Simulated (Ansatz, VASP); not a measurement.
**Two plane-wave programs on BN**

```
B N
1.0
    -2.50399    0.00000    0.00000
    -1.25200   -2.16852    0.00000
    -1.56512   -0.90362   13.32240
B N
4 4
Direct
  0.96872 0.96872 0.87500
  0.17707 0.17707 0.37500
  0.61458 0.61458 0.12500
  0.40623 0.40623 0.62500
  0.28125 0.28125 0.12500
  0.07290 0.07290 0.62500
  0.30205 0.30205 0.87500
  0.51040 0.51040 0.37500
```

Alike in both runs: task single point; functional PBE; dispersion D3(BJ); k mesh 10 × 10 × 2; occupations gaussian, width 0.05 eV; no spin polarisation.

|  | VASP | Ansatz |
| --- | --- | --- |
| version | VASP 6.6.1 | Ansatz 0.2.0 |
| potentials or method | VASP PAW PBE potentials, release 64 (B, N), cutoff 520 eV | scalar-relativistic, plane waves, PAW |
| valence electrons in the cell | 32 | 32 |

Ansatz gave:

| Item | Value |
| --- | --- |
| gap on the k mesh at the Fermi level (eV) | 3.95 |
| least direct gap on the mesh (eV) | 4.33 |
| pressure (GPa) | 0.7 |
| traceless stress, the component that is largest in VASP (GPa) | -0.36 |
| rms of the force components (eV/Å) | 0.019 |

**Question.** What did VASP give for the same quantities?

**Answer.** gap on the k mesh at the Fermi level (eV): 3.95; least direct gap on the mesh (eV): 4.33; pressure (GPa): 0.8; traceless stress, the component that is largest in VASP (GPa): -0.55; rms of the force components (eV/Å): 0.019.

Atom by atom the forces differ by 0.000 eV/Å (rms over components).
